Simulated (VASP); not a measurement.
# SnS (Pnma) in VASP: single point with r2SCAN

Aim: the single point of SnS with r2SCAN.

Program: VASP 6.6.1. These are calculated values, not measurements. Logs are shortened: lines on timing, memory, paths and dates and some standing lists are left out, and cuts for length are marked.

### 1 The cell of the first run

It takes space group Pnma (No. 62, orthorhombic). Conventional cell: a = 11.446 Å, b = 4.023 Å, c = 4.454 Å, α = 90.00°, β = 90.00°, γ = 90.00°. Within 3.7 Å of Sn (site symmetry m) lie 6 S at 2.66 to 3.47 Å and 2 Sn at 3.62 Å. Within 3.5 Å of S (site symmetry m) lie 6 Sn at 2.66 to 3.47 Å.

### 2 Single point, r2SCAN

Input file POSCAR:

```
SnS
1.0
   11.4455091705      0.0000000000      0.0000000000
    0.0000000000      4.0232845669      0.0000000000
    0.0000000000      0.0000000000      4.4542011089
Sn S
4 4
Direct
    0.1215423555      0.2500000000      0.1300059133
    0.3784576445      0.7500000000      0.6300059133
    0.6215423555      0.2500000000      0.3699940867
    0.8784576445      0.7500000000      0.8699940867
    0.8498958213      0.2500000000      0.4774431144
    0.6501041787      0.7500000000      0.9774431144
    0.3498958213      0.2500000000      0.0225568856
    0.1501041787      0.7500000000      0.5225568856
```

Input file INCAR.step1:

```
ALGO = Normal
EDIFF = 1E-5
ENCUT = 550
GGA = PE
GGA_COMPAT = False
ISMEAR = 0
LASPH = True
LCHARG = False
LREAL = False
LWAVE = True
NBANDS = 50
NELM = 120
PREC = Accurate
SIGMA = 0.02
```

Input file INCAR.step2:

```
ALGO = Normal
EDIFF = 1E-6
ENCUT = 550
GGA_COMPAT = False
ISIF = 2
ISMEAR = 0
ISTART = 1
LASPH = True
LCHARG = False
LMIXTAU = True
LREAL = False
LWAVE = False
METAGGA = R2SCAN
NBANDS = 50
NELM = 120
PREC = Accurate
SIGMA = 0.02
```

Input file KPOINTS:

```
k-points
0
Gamma
  4 8 6
```

Potentials or basis: VASP PAW PBE potentials, release 64 (Sn_d, S).

Started as:

```
$ cat potpaw_PBE.64/Sn_d/POTCAR potpaw_PBE.64/S/POTCAR > POTCAR
$ cp INCAR.step1 INCAR
$ mpirun -np 1 vasp_std > vasp.out
$ cp INCAR.step2 INCAR
$ mpirun -np 1 vasp_std > vasp.out
```

OUTCAR:

```text
EDIFF = 1E-6
   ENCUT = 550
   ISIF = 2
   ISMEAR = 0
   ISTART = 1
   LASPH = True
   LREAL = False
   METAGGA = R2SCAN
   NELM = 120
   PREC = Accurate

 ion  position               nearest neighbor table
   1  0.122  0.250  0.130-   7 2.66   8 2.69   8 2.69   4 3.62   4 3.62
   2  0.378  0.750  0.630-   8 2.66   7 2.69   7 2.69   3 3.62   3 3.62
   3  0.622  0.250  0.370-   5 2.66   6 2.69   6 2.69   2 3.62   2 3.62
   4  0.878  0.750  0.870-   6 2.66   5 2.69   5 2.69   1 3.62   1 3.62
   5  0.850  0.250  0.477-   3 2.66   4 2.69   4 2.69
   6  0.650  0.750  0.977-   4 2.66   3 2.69   3 2.69
   7  0.350  0.250  0.023-   1 2.66   2 2.69   2 2.69
   8  0.150  0.750  0.523-   2 2.66   1 2.69   1 2.69

  LATTYP: Found a simple orthorhombic cell.
 ALAT       =     4.0232845669
 B/A-ratio  =     1.1071056583
 C/A-ratio  =     2.8448172085

  Lattice vectors:

 A1 = (   0.0000000000,   4.0232845669,   0.0000000000)
 A2 = (   0.0000000000,   0.0000000000,   4.4542011089)
 A3 = (  11.4455091705,   0.0000000000,   0.0000000000)

Analysis of symmetry for initial positions (statically):
=====================================================================
 Subroutine PRICEL returns:
 Original cell was already a primitive cell.

 Routine SETGRP: Setting up the symmetry group for a
 simple orthorhombic supercell.

 Subroutine GETGRP returns: Found  8 space group operations
 (whereof  2 operations were pure point group operations)
 out of a pool of  8 trial point group operations.

The static configuration has the point symmetry S_2 .
 The point group associated with its full space group is D_2h.

Analysis of symmetry for dynamics (positions and initial velocities):
=====================================================================
 Subroutine PRICEL returns:
 Original cell was already a primitive cell.

 Routine SETGRP: Setting up the symmetry group for a
 simple orthorhombic supercell.

 Subroutine GETGRP returns: Found  8 space group operations
 (whereof  2 operations were pure point group operations)
 out of a pool of  8 trial point group operations.

The dynamic configuration has the point symmetry S_2 .
 The point group associated with its full space group is D_2h.

 Subroutine INISYM returns: Found  8 space group operations
 (whereof  2 operations are pure point group operations),
 and found     1 'primitive' translations

----------------------------------------------------------------------------------------

                                     Primitive cell

  volume of cell :     205.1095

  direct lattice vectors                    reciprocal lattice vectors
    11.445509170  0.000000000  0.000000000     0.087370512  0.000000000  0.000000000
     0.000000000  4.023284567  0.000000000     0.000000000  0.248553137  0.000000000
     0.000000000  0.000000000  4.454201109     0.000000000  0.000000000  0.224507151

  length of vectors
    11.445509170  4.023284567  4.454201109     0.087370512  0.248553137  0.224507151

  position of ions in fractional coordinates (direct lattice)
     0.121542355  0.250000000  0.130005913
     0.378457645  0.750000000  0.630005913
     0.621542355  0.250000000  0.369994087
     0.878457645  0.750000000  0.869994087
     0.849895821  0.250000000  0.477443114
     0.650104179  0.750000000  0.977443114
     0.349895821  0.250000000  0.022556886
     0.150104179  0.750000000  0.522556886

  ion indices of the primitive-cell ions
   primitive index   ion index
                 1           1
                 2           2
                 3           3
                 4           4
                 5           5
                 6           6
                 7           7
                 8           8

----------------------------------------------------------------------------------------

 KPOINTS: k-points

Automatic generation of k-mesh.
 Grid dimensions read from file:
 generate k-points for:    4    8    6

 Generating k-lattice:

  Cartesian coordinates                     Fractional coordinates (reciprocal lattice)
     0.021842628  0.000000000  0.000000000     0.250000000  0.000000000  0.000000000
     0.000000000  0.031069142  0.000000000     0.000000000  0.125000000  0.000000000
     0.000000000  0.000000000  0.037417858     0.000000000  0.000000000  0.166666667

  Length of vectors
     0.021842628  0.031069142  0.037417858

  Shift w.r.t. Gamma in fractional coordinates (k-lattice)
     0.000000000  0.000000000  0.000000000

 Subroutine IBZKPT returns following result:
 ===========================================

 Found     60 irreducible k-points:

 Following reciprocal coordinates:
            Coordinates               Weight
  0.000000  0.000000  0.000000      1.000000
  0.250000  0.000000  0.000000      2.000000
  0.500000  0.000000  0.000000      1.000000
  0.000000  0.125000  0.000000      2.000000
  0.250000  0.125000  0.000000      4.000000
  0.500000  0.125000  0.000000      2.000000
[... 16 lines left out ...]
  0.250000  0.250000  0.166667      8.000000
  0.500000  0.250000  0.166667      4.000000
 [... further k-points ...]
   k-points           NKPTS =     60   k-points in BZ     NKDIM =     60   number of bands    NBANDS=     50
   number of dos      NEDOS =    301   number of ions     NIONS =      8
   total plane-waves  NPLWV = 103680
   dimension x,y,z NGX =    90 NGY =   32 NGZ =   36
   dimension x,y,z NGXF=   180 NGYF=   64 NGZF=   72
   ions per type =               4   4
   NGX,Y,Z   is equivalent  to a cutoff of  13.07, 13.22, 13.44 a.u.
   NGXF,Y,Z  is equivalent  to a cutoff of  26.14, 26.45, 26.87 a.u.
 SYSTEM =  unknown system
   PREC   = accura    normal or accurate (medium, high low for compatibility)
   ISTART =      1    job   : 0-new  1-cont  2-samecut
   ICHARG =      0    charge: 1-file 2-atom 10-const
   ISPIN  =      1    spin polarized calculation?
   LNONCOLLINEAR =      F non collinear calculations
   LSORBIT =      F    spin-orbit coupling
   LASPH  =      T    aspherical Exc in radial PAW
   ENCUT  =  550.0 eV  40.42 Ry    6.36 a.u.  21.89  7.69  8.52*2*pi/ulx,y,z
   NELM   =    120;   NELMIN=  2; NELMDL=  0     # of ELM steps
   EDIFF  = 0.1E-05   stopping-criterion for ELM
   LREAL  =      F    real-space projection
[... 7 lines left out ...]
   TEBEG  =    0.0;   TEEND  =   0.0 temperature during run
   PSTRESS=    0.0 pullay stress
   NELECT =      80.0000    total number of electrons
   NUPDOWN=      -1.0000    fix difference up-down
   EMIN   =  10.00;   EMAX   =-10.00  energy-range for DOS
   EFERMI =   0.00;   METHOD = LEGACY
   ISMEAR =     0;   SIGMA  =   0.02  broadening in eV -4-tet -1-fermi 0-gaus
   EFERMI_NEDOS =   21; number of points for ismear=-14 and -15
   IALGO  =     38    algorithm
   IMIX   =      4    mixing-type and parameters
     AMIX     =   0.40;   BMIX     =  1.00
     AMIX_MAG =   1.60;   BMIX_MAG =  1.00
  volume/ion in A,a.u.               =      25.64       173.02
  Fermi-wavevector in a.u.,A,eV,Ry     =   1.196124  2.260347 19.466032  1.430713
  Thomas-Fermi vector in A             =   2.332072
   LORBIT       =      0    0 simple, 1 ext, 2 COOP (PROOUT), +10 PAW based schemes
   METAGGA = R2SCAN    functional components
   LHFCALC =     F    Hartree Fock is set to
   AEXX    =    0.0000 exact exchange contribution
   IVDW    =     0    specifies the selected vdW correction
   LEPSILON=     F    determine dielectric tensor
   LRPA    =     F    only Hartree local field effects (RPA)
 non-spin polarized calculation
 Gauss-broadening in eV      SIGMA  =   0.02
  energy-cutoff  :      550.00
  volume of cell :      205.11
 maximum number of plane-waves:      6044
 NGX is ok and might be reduce to    90
   NGX = 43   NGY = 15   NGZ = 17

 number of electron      80.0000027 magnetization

 Free energy of the ion-electron system (eV)
  ---------------------------------------------------
  ext. energy  EPLUGINS =         0.00000000
  ---------------------------------------------------
  free energy    TOTEN  =      -134.85441744 eV

  energy without entropy =     -134.85441744  energy(sigma->0) =     -134.85441744

 E-fermi :   5.4717     XC(G=0): -10.1395

 val. band max:        5.3137527697   @ k =   0.5000   0.0000   0.5000
 cond. band min:       6.5791916547   @ k =   0.0000   0.3750   0.0000
 fundamental gap:      1.2654388850
 Fermi energy:         5.4717052129

 k-point     1 :       0.0000    0.0000    0.0000
  band No.  band energies     occupation
      1     -16.5155      2.00000
      2     -16.5023      2.00000
      3     -16.4935      2.00000
      4     -16.4873      2.00000
      5     -16.4871      2.00000
      6     -16.4840      2.00000
[... 42 lines left out ...]
     49      10.6632      0.00000
     50      11.0597      0.00000

 k-point     2 :       0.2500    0.0000    0.0000
  band No.  band energies     occupation
      1     -16.5140      2.00000
      2     -16.5051      2.00000
      3     -16.4919      2.00000
      4     -16.4877      2.00000
      5     -16.4870      2.00000
      6     -16.4849      2.00000
[... 42 lines left out ...]
     49      10.8085      0.00000
     50      11.0196      0.00000

 k-point     3 :       0.5000    0.0000    0.0000
  band No.  band energies     occupation
      1     -16.5100      2.00000
      2     -16.5100      2.00000
      3     -16.4895      2.00000
      4     -16.4895      2.00000
      5     -16.4862      2.00000
      6     -16.4862      2.00000
[... 42 lines left out ...]
     49      10.6224      0.00000
     50      10.6224      0.00000

 k-point     4 :       0.0000    0.1250    0.0000
  band No.  band energies     occupation
      1     -16.5115      2.00000
      2     -16.5005      2.00000
      3     -16.4898      2.00000
      4     -16.4897      2.00000
      5     -16.4865      2.00000
      6     -16.4839      2.00000
[... 999 lines left out ...]
 k-point    23 :       0.2500    0.2500    0.1667
  band No.  band energies     occupation
      1     -16.5044      2.00000
      2     -16.5009      2.00000
      3     -16.4968      2.00000
      4     -16.4952      2.00000
      5     -16.4844      2.00000
      6     -16.4825      2.00000
[... 42 lines left out ...]
     49       9.9343      0.00000
     50      10.4351      0.00000

 k-point    24 :       0.5000    0.2500    0.1667
  band No.  band energies     occupation
      1     -16.5028      2.00000
      2     -16.5028      2.00000
      3     -16.4958      2.00000
      4     -16.4958      2.00000
      5     -16.4838      2.00000
      6     -16.4838      2.00000
[... 42 lines left out ...]
     49      10.1187      0.00000
     50      10.1187      0.00000

 [... further k-points ...]

------------------------ aborting loop because EDIFF is reached ----------------------------------------

  FORCE on cell =-STRESS in cart. coord.  units (eV):
  Direction    XX          YY          ZZ          XY          YZ          ZX
  --------------------------------------------------------------------------------------
  -------------------------------------------------------------------------------------
  Total       -1.6772866     -1.8705625     -1.2221588      0.0000000      0.0000000      0.0000000
  in kB      -13.1018362    -14.6115778     -9.5466836      0.0000000      0.0000000      0.0000000
  external PRESSURE =     -12.4200326 kB  Pullay stress =       0.0000000 kB

 VOLUME and BASIS-vectors are now :
 -----------------------------------------------------------------------------
  energy-cutoff  :      550.00
  volume of cell :      205.11
      direct lattice vectors                 reciprocal lattice vectors
    11.445509170  0.000000000  0.000000000     0.087370512  0.000000000  0.000000000
     0.000000000  4.023284567  0.000000000     0.000000000  0.248553137  0.000000000
     0.000000000  0.000000000  4.454201109     0.000000000  0.000000000  0.224507151

 POSITION                                       TOTAL-FORCE (eV/Angst)
 -----------------------------------------------------------------------------------
      1.39111      1.00582      0.57907         0.146214     -0.000000      0.130747
      4.33164      3.01746      2.80617        -0.146214     -0.000000      0.130747
      7.11387      1.00582      1.64803         0.146214      0.000000     -0.130747
     10.05440      3.01746      3.87513        -0.146214     -0.000000     -0.130747
      9.72749      1.00582      2.12663        -0.127431      0.000000      0.149880
      7.44077      3.01746      4.35373         0.127431      0.000000      0.149880
      4.00474      1.00582      0.10047        -0.127431     -0.000000     -0.149880
      1.71802      3.01746      2.32757         0.127431     -0.000000     -0.149880
 -----------------------------------------------------------------------------------
    total drift:                                0.000000      0.000000      0.000000

  FREE ENERGIE OF THE ION-ELECTRON SYSTEM (eV)
  ---------------------------------------------------
  free  energy   TOTEN  =      -134.8544174400 eV

  energy  without entropy=     -134.8544174400  energy(sigma->0) =     -134.85441744
```

Run time: 70 min. Hardware: 1 thread of Oxide Virtual Turin-like, shared host; peak memory 0.63 GiB.

What came out:

| Property | Result |
| --- | --- |
| Free energy | -134.8544 eV |
| Pressure | -1.2 GPa |
| Largest force | 0.197 eV/Å |
| Band gap on the k mesh | 1.27 eV (least direct gap 1.61 eV) |

Forces in eV/Å, atoms in the order of the input:
```
Sn   0.146  0.000  0.131
Sn  -0.146  0.000  0.131
Sn   0.146  0.000 -0.131
Sn  -0.146  0.000 -0.131
S   -0.127  0.000  0.150
S    0.127  0.000  0.150
S   -0.127  0.000 -0.150
S    0.127  0.000 -0.150
```

Levels at points of the mesh, in eV from the valence-band top:
| k point | band 37 | band 38 | band 39 | band 40 | band 41 | band 42 | band 43 | band 44 |
| --- | --- | --- | --- | --- | --- | --- | --- | --- |
| (0.00, 0.00, 0.00) | -1.88 | -1.08 | -0.74 | -0.43 | 1.36 | 3.28 | 3.32 | 3.33 |
| (0.50, 0.00, 0.00) | -2.06 | -2.06 | -0.54 | -0.54 | 2.92 | 2.92 | 3.07 | 3.07 |
| (0.00, 0.50, 0.00) | -0.95 | -0.95 | -0.88 | -0.88 | 1.70 | 1.70 | 1.88 | 1.88 |
| (0.50, 0.50, 0.00) | -1.02 | -1.02 | -1.02 | -1.02 | 1.96 | 1.96 | 1.96 | 1.96 |
| (0.00, 0.00, 0.50) | -0.83 | -0.83 | -0.01 | -0.01 | 1.86 | 1.86 | 2.29 | 2.29 |
| (0.50, 0.00, 0.50) | -0.69 | -0.69 | 0.00 | 0.00 | 1.84 | 1.84 | 2.30 | 2.30 |
| (0.00, 0.50, 0.50) | -2.24 | -2.24 | -1.31 | -1.31 | 3.15 | 3.15 | 3.33 | 3.33 |
| (0.50, 0.50, 0.50) | -1.56 | -1.56 | -1.56 | -1.56 | 3.08 | 3.08 | 3.08 | 3.08 |

Caveat: the PAW data sets were made with another functional, which shifts forces and pressure a little; spin-orbit coupling is left out, which moves the levels of the heavy elements. A k mesh can miss the band edges.
